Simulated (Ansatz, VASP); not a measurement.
**One calculation of KCl, two programs**

```
K Cl
1.0
     3.17594    3.17594    0.00000
    -3.17594    3.17594    0.00000
     0.00000    0.00000    6.35187
K Cl
2 2
Direct
  0.00000 0.00000 0.00000
  0.50000 0.50000 0.50000
  0.50000 0.50000 0.00000
  0.00000 0.00000 0.50000
```

Alike in both runs: task single point; functional r2SCAN; k mesh 6 × 6 × 4; occupations gaussian, width 0.02 eV; no spin polarisation.

|  | VASP | Ansatz |
| --- | --- | --- |
| version | VASP 6.6.1 | Ansatz 0.2.0 |
| potentials or method | VASP PAW PBE potentials, release 64 (K_sv, Cl), cutoff 520 eV | scalar-relativistic, plane waves, PAW |
| valence electrons in the cell | 32 | 32 |

|  | VASP | Ansatz | Ansatz less VASP |
| --- | --- | --- | --- |
| gap on the k mesh at the Fermi level (eV) | 5.73 | 5.73 | -0.004 |
| least direct gap on the mesh (eV) | 5.73 | 5.73 | -0.004 |
| pressure (GPa) | -0.5 | -0.5 | +0.03 |

VASP's potentials were made for PBE, not for r2SCAN. The functional is the same, so the differences come from potentials, cutoffs and numerics.
